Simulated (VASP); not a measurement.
# Na2S: single point with PBEsol

Na2S:

```
Na S
1.0
     0.00000    3.25543    3.25543
     3.25543    0.00000    3.25543
     3.25543    3.25543    0.00000
Na S
2 1
Direct
  0.25000 0.25000 0.25000
  0.75000 0.75000 0.75000
  0.00000 0.00000 0.00000
```

```
Program             : VASP 6.6.1
Task                : single point
Functional          : PBEsol
Potentials or basis : VASP PAW PBE potentials, release 64 (Na_pv, S)
Cutoff              : 500 eV
k mesh              : 6 × 6 × 6
Occupations         : gaussian, width 0.01 eV
Spin                : no spin polarisation
```

```yaml
Pressure: -0.1 GPa
Band_gap_on_the_k_mesh: 2.41 eV, direct
```

Levels at points of the mesh, in eV from the valence-band top:
```csv
k point,band 6,band 7,band 8,band 9,band 10,band 11,band 12,band 13,band 14,band 15
"(0.00, 0.00, 0.00)",-21.98,-10.15,0.00,0.00,0.00,2.41,7.71,7.71,7.71,9.33
"(0.50, 0.00, 0.00)",-22.01,-9.89,-1.70,-0.14,-0.14,4.76,6.37,7.09,7.09,11.23
"(0.50, 0.50, 0.00)",-21.97,-9.81,-1.52,-0.47,-0.47,3.70,5.99,8.51,9.75,9.75
```

Wall time 13 s on 1 thread of Intel(R) Xeon(R) 6975P-C (Granite Rapids), with other jobs on the host, peak memory 0.19 GiB.

Caveat: the PAW data sets were made with another functional, which shifts forces and pressure a little. A hybrid or GW would open this gap; PBEsol tends to underestimate it.
